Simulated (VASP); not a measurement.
Wanted: the native input for a VASP 6.6.1 run.

```yaml
Task: relaxation of cell and atoms
Functional: PBEsol
Dispersion: D4
Potentials_or_basis: VASP PAW PBE potentials, release 64 (Mo_sv, S)
Cutoff: 600 eV
k_mesh: 10 × 10 × 10
Occupations: fermi-dirac, width 0.05 eV
Spin: no spin polarisation
Dipole_correction: no
Further_INCAR_settings: ALGO = Normal; EDIFF = 1e-06; IBRION = 2; EDIFFG = -0.01; NSW = 60; ISIF = 3
```

The structure of MoS2 lies in POSCAR:

```
MoS2
1.0
    1.5800000000      0.9122134253      6.1500000000
   -1.5800000000      0.9122134253      6.1500000000
    0.0000000000     -1.8244268506      6.1500000000
Mo S
1 2
Direct
    0.0000000000      0.0000000000      0.0000000000
    0.4170000000      0.4170000000      0.4170000000
    0.2500000000      0.2500000000      0.2500000000
```

These files were run (other wordings do the same):

INCAR

```
SYSTEM = MoS2
ALGO = Normal
EDIFF = 1E-6
EDIFFG = -0.01
ENCUT = 600
GGA = PS
IBRION = 2
ISIF = 3
ISMEAR = -1
IVDW = 13
LASPH = .TRUE.
LCHARG = .FALSE.
LREAL = .FALSE.
LWAVE = .FALSE.
NELM = 80
NSW = 60
PREC = Accurate
SIGMA = 0.05
```

KPOINTS

```
k-points
0
G
  10 10 10
  0 0 0
```

Potentials or basis: VASP PAW PBE potentials, release 64 (Mo_sv, S).

Command:

```bash
$ cat potpaw_PBE.64/Mo_sv/POTCAR potpaw_PBE.64/S/POTCAR > POTCAR
$ mpirun -np 1 vasp_std > vasp.out
```

Results of the run:

```yaml
Relaxed_volume: 16.68 Å³/atom
Relaxed_cell: a = 6.179 Å, b = 6.179 Å, c = 6.179 Å, α = 29.32°, β = 29.32°, γ = 29.32°
Space_group_after_relaxing_to_0.1_Å: R3m (No. 160)
Energy_gained_by_relaxing: 9.3 meV/atom
Ionic_steps: 20
Pressure_after_relaxing: 0.0 GPa
Largest_force_after_relaxing: 0.006 eV/Å
Band_gap_on_the_k_mesh: 0.68 eV (least direct gap 2.05 eV)
Dispersion_energy_per_atom: -0.262 eV
```

Caveat: the PAW data sets were made with another functional, which shifts forces and pressure a little.

Run time: 40 min on 1 thread of Intel(R) Xeon(R) 6975P-C (Granite Rapids) (shared host), peak memory 0.55 GiB.
